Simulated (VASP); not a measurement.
Crystal: Ti.

```
Ti
1.0
     2.95000    0.00000    0.00000
    -1.47500    2.55477    0.00000
     0.00000    0.00000    4.68000
Ti
2
Direct
  0.66667 0.33333 0.75000
  0.33333 0.66667 0.25000
```

* Program: VASP 6.6.1
* Task: relaxation of cell and atoms
* Functional: PBE
* Dispersion: D3(BJ)
* Potentials or basis: VASP PAW PBE potentials, release 64 (Ti_sv)
* Cutoff: 600 eV
* k mesh: 10 × 10 × 6
* Occupations: fermi-dirac, width 0.05 eV
* Spin: no spin polarisation

At the start: pressure -7.3 GPa; volume 17.64 Å³/atom.

Task: Where does the relaxation end?

Result: Over 11 steps the energy falls by 28.6 meV/atom and the volume is 16.45 Å³/atom (-6.7 %); space group P6_3/mmc (No. 194, to 0.05 Å).

The path:
```tsv
step	energy change (eV)	largest force (eV/Å)	pressure (GPa)	volume (Å³)
1	0.0000	0.0000	-7.31	35.27
2	-0.0266	0.0000	6.36	31.32
3	-0.0570	0.0000	-0.04	32.91
4	-0.0570	0.0000	0.11	32.87
5	-0.0571	0.0000	-0.04	32.92
6	-0.0571	0.0000	0.02	32.93
7	-0.0571	0.0000	-0.16	32.95
8	-0.0571	0.0000	-0.21	32.94
9	-0.0571	0.0000	-0.19	32.94
10	-0.0571	0.0000	-0.11	32.93
11	-0.0571	0.0000	0.02	32.90
```

Final structure:
```yaml
crystal:
  lattice:
    - [2.88714, 0.00000, 0.00000]
    - [-1.44357, 2.50034, 0.00000]
    - [0.00000, 0.00000, 4.55715]
  atoms:
    - { symbol: Ti, position: [0.66667, 0.33333, 0.75000] }
    - { symbol: Ti, position: [0.33333, 0.66667, 0.25000] }
```

Caveat: pairwise dispersion overbinds metals, which lowers pressure and volume.
